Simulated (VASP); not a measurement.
# TiC (Fm-3m) in VASP: settings compared

TiC is run at these levels: r2SCAN, PBEsol+U; tasks: single point.

Everything below comes from runs of VASP 6.6.1. Logs are shortened: lines on timing, memory, paths and dates and some standing lists are left out, and cuts for length are marked.

**1. The cell of the first run**

The structure is cubic, space group Fm-3m (No. 225). The conventional cell has a = 4.331 Å, b = 4.331 Å, c = 4.331 Å, α = 90.00°, β = 90.00°, γ = 90.00°. Ti (site symmetry m-3m) has 6 C at 2.17 Å within 2.9 Å. Within 2.9 Å of C (site symmetry m-3m) lie 6 Ti at 2.17 Å.

**2. Single point, r2SCAN**

The input, POSCAR:

```
TiC
1.0
    0.0000000000      2.1657188437      2.1657188437
    2.1657188437      0.0000000000      2.1657188437
    2.1657188437      2.1657188437      0.0000000000
Ti C
1 1
Direct
    0.0000000000      0.0000000000      0.0000000000
    0.5000000000      0.5000000000      0.5000000000
```

The input, INCAR.step1:

```
PREC = Accurate
ENCUT = 910
ISMEAR = -1
SIGMA = 0.05
LREAL = F
LASPH = T
NELM = 120
NBANDS = 15
GGA = PE
ALGO = Normal
EDIFF = 1E-5
LWAVE = T
LCHARG = F
GGA_COMPAT = F
```

The input, INCAR.step2:

```
PREC = Accurate
ENCUT = 910
EDIFF = 1E-6
ISMEAR = -1
SIGMA = 0.05
LREAL = F
LASPH = T
NELM = 120
ALGO = Normal
ISIF = 2
LWAVE = F
LCHARG = F
METAGGA = R2SCAN
LMIXTAU = T
NBANDS = 15
ISTART = 1
GGA_COMPAT = F
```

The input, KPOINTS:

```
Automatic mesh
0
Gamma
  11 11 11
```

Potentials or basis: VASP PAW PBE potentials, release 64 (Ti_sv, C_h).

Command:

```
$ cat potpaw_PBE.64/Ti_sv/POTCAR potpaw_PBE.64/C_h/POTCAR > POTCAR
$ cp INCAR.step1 INCAR
$ mpirun -np 1 vasp_std > vasp.out
$ cp INCAR.step2 INCAR
$ mpirun -np 1 vasp_std > vasp.out
```

OUTCAR:

```text
PREC = Accurate
   ENCUT = 910
   EDIFF = 1E-6
   ISMEAR = -1
   LREAL = F
   LASPH = T
   NELM = 120
   ISIF = 2
   METAGGA = R2SCAN
   ISTART = 1

 ion  position               nearest neighbor table
   1  0.000  0.000  0.000-   2 2.17   2 2.17   2 2.17   2 2.17   2 2.17   2 2.17
   2  0.500  0.500  0.500-   1 2.17   1 2.17   1 2.17   1 2.17   1 2.17   1 2.17

  LATTYP: Found a face centered cubic cell.
 ALAT       =     4.3314376874

  Lattice vectors:

 A1 = (   0.0000000000,   2.1657188437,   2.1657188437)
 A2 = (   2.1657188437,   0.0000000000,   2.1657188437)
 A3 = (   2.1657188437,   2.1657188437,   0.0000000000)

Analysis of symmetry for initial positions (statically):
=====================================================================
 Subroutine PRICEL returns:
 Original cell was already a primitive cell.

 Routine SETGRP: Setting up the symmetry group for a
 face centered cubic supercell.

 Subroutine GETGRP returns: Found 48 space group operations
[... 9 lines left out ...]

 Routine SETGRP: Setting up the symmetry group for a
 face centered cubic supercell.

 Subroutine GETGRP returns: Found 48 space group operations
[... 11 lines left out ...]
                                     Primitive cell

  volume of cell :      20.3159

  direct lattice vectors                    reciprocal lattice vectors
     0.000000000  2.165718844  2.165718844    -0.230870227  0.230870227  0.230870227
     2.165718844  0.000000000  2.165718844     0.230870227 -0.230870227  0.230870227
     2.165718844  2.165718844  0.000000000     0.230870227  0.230870227 -0.230870227

  length of vectors
     3.062788961  3.062788961  3.062788961     0.399878962  0.399878962  0.399878962

  position of ions in fractional coordinates (direct lattice)
[... 8 lines left out ...]
----------------------------------------------------------------------------------------

 KPOINTS: Automatic mesh

Automatic generation of k-mesh.
 Grid dimensions read from file:
 generate k-points for:   11   11   11

 Generating k-lattice:

  Cartesian coordinates                     Fractional coordinates (reciprocal lattice)
    -0.020988202  0.020988202  0.020988202     0.090909091  0.000000000  0.000000000
     0.020988202 -0.020988202  0.020988202     0.000000000  0.090909091  0.000000000
     0.020988202  0.020988202 -0.020988202     0.000000000  0.000000000  0.090909091

  Length of vectors
     0.036352633  0.036352633  0.036352633

  Shift w.r.t. Gamma in fractional coordinates (k-lattice)
     0.000000000  0.000000000  0.000000000

 Subroutine IBZKPT returns following result:
 ===========================================

 Found     56 irreducible k-points:

 Following reciprocal coordinates:
            Coordinates               Weight
  0.000000  0.000000  0.000000      1.000000
  0.090909  0.000000  0.000000      8.000000
  0.181818  0.000000  0.000000      8.000000
  0.272727  0.000000  0.000000      8.000000
  0.363636  0.000000  0.000000      8.000000
  0.454545  0.000000  0.000000      8.000000
[... 16 lines left out ...]
 -0.272727  0.181818  0.000000     24.000000
 -0.181818  0.181818  0.000000     12.000000
 [... further k-points ...]
   k-points           NKPTS =     56   k-points in BZ     NKDIM =     56   number of bands    NBANDS=     15
   number of dos      NEDOS =    301   number of ions     NIONS =      2
   total plane-waves  NPLWV =  27000
   dimension x,y,z NGX =    30 NGY =   30 NGZ =   30
   dimension x,y,z NGXF=    60 NGYF=   60 NGZF=   60
   ions per type =               1   1
   NGX,Y,Z   is equivalent  to a cutoff of  16.28, 16.28, 16.28 a.u.
   NGXF,Y,Z  is equivalent  to a cutoff of  32.57, 32.57, 32.57 a.u.
 SYSTEM =  unknown system
   PREC   = accura    normal or accurate (medium, high low for compatibility)
   ISTART =      1    job   : 0-new  1-cont  2-samecut
   ICHARG =      0    charge: 1-file 2-atom 10-const
   ISPIN  =      1    spin polarized calculation?
   LNONCOLLINEAR =      F non collinear calculations
   LSORBIT =      F    spin-orbit coupling
   LASPH  =      T    aspherical Exc in radial PAW
   ENCUT  =  910.0 eV  66.88 Ry    8.18 a.u.   7.53  7.53  7.53*2*pi/ulx,y,z
   NELM   =    120;   NELMIN=  2; NELMDL=  0     # of ELM steps
   EDIFF  = 0.1E-05   stopping-criterion for ELM
   LREAL  =      F    real-space projection
   EDIFFG = 0.1E-04   stopping-criterion for IOM
   NSW    =      0    number of steps for IOM
   IBRION =     -1    ionic relax: 0-MD 1-quasi-New 2-CG
   NFREE  =      0    steps in history (QN), initial steepest desc. (CG)
   ISIF   =      2    stress and relaxation
   ISYM   =      2    0-nonsym 1-usesym 2-fastsym
   POTIM  = 0.5000    time-step for ionic-motion
   TEBEG  =    0.0;   TEEND  =   0.0 temperature during run
   PSTRESS=    0.0 pullay stress
   NELECT =      16.0000    total number of electrons
   NUPDOWN=      -1.0000    fix difference up-down
   EMIN   =  10.00;   EMAX   =-10.00  energy-range for DOS
   EFERMI =   0.00;   METHOD = LEGACY
   ISMEAR =    -1;   SIGMA  =   0.05  broadening in eV -4-tet -1-fermi 0-gaus
   EFERMI_NEDOS =   21; number of points for ismear=-14 and -15
   IALGO  =     38    algorithm
   IMIX   =      4    mixing-type and parameters
     AMIX     =   0.40;   BMIX     =  1.00
     AMIX_MAG =   1.60;   BMIX_MAG =  1.00
  volume/ion in A,a.u.               =      10.16        68.55
  Fermi-wavevector in a.u.,A,eV,Ry     =   1.511829  2.856943 31.097854  2.285628
  Thomas-Fermi vector in A             =   2.621834
   LORBIT       =      0    0 simple, 1 ext, 2 COOP (PROOUT), +10 PAW based schemes
   METAGGA = R2SCAN    functional components
   LHFCALC =     F    Hartree Fock is set to
   AEXX    =    0.0000 exact exchange contribution
   IVDW    =     0    specifies the selected vdW correction
   LEPSILON=     F    determine dielectric tensor
   LRPA    =     F    only Hartree local field effects (RPA)
 non-spin polarized calculation
  energy-cutoff  :      910.00
  volume of cell :       20.32
 maximum number of plane-waves:      1295
 NGX is ok and might be reduce to    30
   NGX = 15   NGY = 15   NGZ = 15

 number of electron      15.9999999 magnetization

 Free energy of the ion-electron system (eV)
  ---------------------------------------------------
  ext. energy  EPLUGINS =         0.00000000
  ---------------------------------------------------
  free energy    TOTEN  =       -24.87969362 eV

  energy without entropy =      -24.87724726  energy(sigma->0) =      -24.87847044

 E-fermi :   9.9064     XC(G=0): -13.5921

 val. band max:        9.8757039888   @ k =   0.1818   0.1818   0.0000
 cond. band min:       9.9491385765   @ k =   0.0909   0.0000   0.0000
 fundamental gap:      0.0734345877
 Fermi energy:         9.9064147155

 k-point     1 :       0.0000    0.0000    0.0000
  band No.  band energies     occupation
      1     -49.1515      2.00000
      2     -24.1304      2.00000
      3     -24.1304      2.00000
      4     -24.1304      2.00000
      5      -3.3768      2.00000
      6      10.6911      0.00000
      7      10.6911      0.00000
      8      10.6911      0.00000
      9      11.4928      0.00000
     10      11.4928      0.00000
     11      11.4928      0.00000
     12      11.5443      0.00000
     13      11.5443      0.00000
     14      21.0221      0.00000
     15      24.6646      0.00000

 k-point     2 :       0.0909    0.0000    0.0000
  band No.  band energies     occupation
      1     -49.1456      2.00000
      2     -24.1726      2.00000
      3     -24.1341      2.00000
      4     -24.1341      2.00000
      5      -3.1862      2.00000
      6       9.7457      1.92279
      7       9.9491      0.59699
      8       9.9491      0.59692
      9      10.9706      0.00000
     10      10.9706      0.00000
     11      11.9987      0.00000
     12      13.0917      0.00000
     13      13.0917      0.00000
     14      21.3672      0.00000
     15      24.6796      0.00000

 k-point     3 :       0.1818    0.0000    0.0000
  band No.  band energies     occupation
      1     -49.1296      2.00000
      2     -24.2847      2.00000
      3     -24.1442      2.00000
      4     -24.1442      2.00000
      5      -2.6393      2.00000
      6       8.1936      2.00000
      7       8.7250      2.00000
      8       8.7250      2.00000
      9      11.3516      0.00000
     10      11.3516      0.00000
     11      12.5000      0.00000
     12      14.7286      0.00000
     13      14.7286      0.00000
     14      21.9031      0.00000
     15      24.6030      0.00000

 k-point     4 :       0.2727    0.0000    0.0000
  band No.  band energies     occupation
      1     -49.1087      2.00000
      2     -24.4286      2.00000
      3     -24.1574      2.00000
      4     -24.1574      2.00000
      5      -1.8104      2.00000
      6       6.5372      2.00000
      7       7.7513      2.00000
      8       7.7513      2.00000
      9      11.9247      0.00000
     10      11.9247      0.00000
     11      12.9831      0.00000
     12      16.2610      0.00000
     13      16.2610      0.00000
     14      21.2737      0.00000
     15      25.2901      0.00000
[... 307 lines left out ...]
 k-point    22 :      -0.3636    0.1818    0.0000
  band No.  band energies     occupation
      1     -49.0709      2.00000
      2     -24.5629      2.00000
      3     -24.2896      2.00000
      4     -24.1892      2.00000
      5      -0.2706      2.00000
      6       4.6337      2.00000
      7       6.7920      2.00000
      8       6.9360      2.00000
      9      12.6062      0.00000
     10      12.9219      0.00000
     11      13.8993      0.00000
     12      16.1094      0.00000
     13      17.9755      0.00000
     14      20.7703      0.00000
     15      24.5557      0.00000

 k-point    23 :      -0.2727    0.1818    0.0000
  band No.  band energies     occupation
      1     -49.0838      2.00000
      2     -24.4950      2.00000
      3     -24.2791      2.00000
      4     -24.1671      2.00000
      5      -0.8810      2.00000
      6       5.3579      2.00000
      7       7.0609      2.00000
      8       7.2214      2.00000
      9      12.0578      0.00000
     10      12.9593      0.00000
     11      13.8396      0.00000
     12      15.1596      0.00000
     13      18.0743      0.00000
     14      21.5199      0.00000
     15      24.1054      0.00000

 k-point    24 :      -0.1818    0.1818    0.0000
  band No.  band energies     occupation
      1     -49.1016      2.00000
      2     -24.4114      2.00000
      3     -24.2397      2.00000
      4     -24.1489      2.00000
      5      -1.6243      2.00000
      6       6.3596      2.00000
      7       7.4452      2.00000
      8       7.8295      2.00000
      9      11.5768      0.00000
     10      12.6300      0.00000
     11      13.5990      0.00000
     12      14.3788      0.00000
     13      17.3839      0.00000
     14      22.3467      0.00000
     15      23.9287      0.00000

 [... further k-points ...]
[... 5 lines left out ...]
  --------------------------------------------------------------------------------------
  -------------------------------------------------------------------------------------
  Total        0.0212696      0.0212696      0.0212696      0.0000000      0.0000000      0.0000000
  in kB        1.6773890      1.6773890      1.6773890      0.0000000      0.0000000      0.0000000
  external PRESSURE =       1.6773890 kB  Pullay stress =       0.0000000 kB

 VOLUME and BASIS-vectors are now :
 -----------------------------------------------------------------------------
  energy-cutoff  :      910.00
  volume of cell :       20.32
      direct lattice vectors                 reciprocal lattice vectors
     0.000000000  2.165718844  2.165718844    -0.230870227  0.230870227  0.230870227
     2.165718844  0.000000000  2.165718844     0.230870227 -0.230870227  0.230870227
     2.165718844  2.165718844  0.000000000     0.230870227  0.230870227 -0.230870227

 POSITION                                       TOTAL-FORCE (eV/Angst)
 -----------------------------------------------------------------------------------
      0.00000      0.00000      0.00000         0.000000      0.000000      0.000000
      2.16572      2.16572      2.16572         0.000000     -0.000000     -0.000000
 -----------------------------------------------------------------------------------
    total drift:                               -0.000000      0.000000      0.000000

  FREE ENERGIE OF THE ION-ELECTRON SYSTEM (eV)
  ---------------------------------------------------
  free  energy   TOTEN  =       -24.8796936243 eV

  energy  without entropy=      -24.8772472612  energy(sigma->0) =      -24.87847044
```

Run time: 80 s. Hardware: 1 thread of Intel Xeon 6975P-C (Granite Rapids), shared host; peak memory 0.19 GiB.

Results:

- Free energy: -24.8797 eV
- Pressure: 0.2 GPa
- Band gap on the k mesh: zero (band 8 reaches 10.69 eV, above the bottom of band 9 at 9.36 eV)

Caveat: the cutoff is under 1.25 times the usual one of these potentials, so pressure, stress and relaxed cells hold a basis-set (Pulay) error; the PAW data sets were made with another functional, which shifts forces and pressure a little.

**3. Single point, PBEsol+U**

The input, INCAR:

```
  PREC = Accurate
  ENCUT = 910
  EDIFF = 1E-6
  ISMEAR = -1
  SIGMA = 0.05
  LREAL = F
  LASPH = T
  NELM = 200
  ALGO = Normal
  ISIF = 2
  LWAVE = F
  LCHARG = F
  LMAXMIX = 4
  LDAU = T
  LDAUTYPE = 2
  LDAUL = 2 -1
  LDAUU = 2 0
  LDAUJ = 0 0
  LDAUPRINT = 1
  GGA = PS
  NBANDS = 15
  GGA_COMPAT = F
```

KPOINTS is that of step 2.

POSCAR is that of step 2.

Potentials or basis: VASP PAW PBE potentials, release 64 (Ti_sv, C_h).

Command:

```
$ cat potpaw_PBE.64/Ti_sv/POTCAR potpaw_PBE.64/C_h/POTCAR > POTCAR
$ mpirun -np 1 vasp_std > vasp.out
```

Run time: 28 s. Hardware: 1 thread of Intel Xeon 6975P-C (Granite Rapids), shared host; peak memory 0.19 GiB.

It converged, with:

| Item | Value |
| --- | --- |
| Free energy | -18.2756 eV |
| Pressure | -0.9 GPa |
| Band gap on the k mesh | zero (band 8 reaches 10.72 eV, above the bottom of band 9 at 9.45 eV) |

Levels at points of the mesh, in eV from the Fermi level:
```tsv
k point	band 5	band 6	band 7	band 8	band 9	band 10	band 11	band 12
(0.00, 0.00, 0.00)	-12.59	0.78	0.78	0.78	1.55	1.55	1.55	1.60
```

Eigenvalues of the final occupation matrices:
| site | spin | trace | eigenvalues |
| --- | --- | --- | --- |
| site 1 d | 1 | 0.96 | 0.13 0.13 0.13 0.28 0.28 |
| site 1 d | 2 | 0.96 | 0.13 0.13 0.13 0.28 0.28 |

Caveat: the cutoff is under 1.25 times the usual one of these potentials, so pressure, stress and relaxed cells hold a basis-set (Pulay) error; the PAW data sets were made with another functional, which shifts forces and pressure a little; U without spin polarisation on a metal has little footing; the U is typed as a test and isn't derived for this compound.
